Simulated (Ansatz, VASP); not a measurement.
**Two plane-wave programs on HgTe**

Contents of INCAR:

```
SYSTEM = HgTe
  ALGO = Normal
  EDIFF = 1E-6
  ENCUT = 520
  GGA = RE
  GGA_COMPAT = .FALSE.
  ISIF = 2
  ISMEAR = -1
  IVDW = 13
  LASPH = .TRUE.
  LCHARG = .FALSE.
  LNONCOLLINEAR = .TRUE.
  LORBIT = 11
  LORBMOM = .TRUE.
  LREAL = .FALSE.
  LSORBIT = .TRUE.
  LWAVE = .FALSE.
  MAGMOM = 0 0 0 0 0 0
  NBANDS = 30
  NELM = 150
  PREC = Accurate
  SIGMA = 0.05
```

The input KPOINTS:

```
k-points
0
G
  7 7 7
  0 0 0
```

POSCAR

```
HgTe
1.0
    0.0000000000      3.2626341063      3.2626341063
    3.2626341063      0.0000000000      3.2626341063
    3.2626341063      3.2626341063      0.0000000000
Hg Te
1 1
Direct
    0.0000000000      0.0000000000      0.0000000000
    0.5000000000      0.5000000000      0.5000000000
```

Contents of input.yaml:

```yaml
crystal:
  lattice:
    - [0.0, 3.2626341063, 3.2626341063]
    - [3.2626341063, 0.0, 3.2626341063]
    - [3.2626341063, 3.2626341063, 0.0]
  atoms:
    - { symbol: Hg, position: [0.0, 0.0, 0.0] }
    - { symbol: Te, position: [0.5, 0.5, 0.5] }
hamiltonian:
  xc: revpbe
  pseudopotentials: { kind: paw_fr }
  dispersion: d4
magnetization:
  noncollinear: true
  spin_orbit: true
kpoints:
  mp_grid: { grid: [7, 7, 7] }
scf:
  occupations: { method: fermi_dirac, width: 0.05 }
  algorithm: direct_min
  initial_density: { chi_scale: 0.0 }
output:
  forces: true
  stress: true
  eigenvalues: true
basis:
  xc_grid: 4
```

Alike in both runs: task single point; functional revPBE; dispersion D4; k mesh 7 × 7 × 7; occupations fermi-dirac, width 0.05 eV; non-collinear spin, spin-orbit coupling.

|  | VASP | Ansatz |
| --- | --- | --- |
| version | VASP 6.6.1 | Ansatz 0.2.0 |
| potentials or method | VASP PAW PBE potentials, release 64 (Hg, Te) | Ansatz PAW |
| plane-wave cutoff (eV) | 520 | 420 |
| valence electrons in the cell | 18 | 36 |

|  | VASP | Ansatz | Ansatz less VASP |
| --- | --- | --- | --- |
| pressure (GPa) | -6.9 | -7.0 | -0.12 |
| net moment per atom (μB) | 0.00 | 0.00 | 0.000 |

VASP's potentials were made for PBE, not for revPBE. VASP's potentials hold 18 valence electrons a cell and Ansatz's 36, so a difference there can come from the potentials and not from the codes.
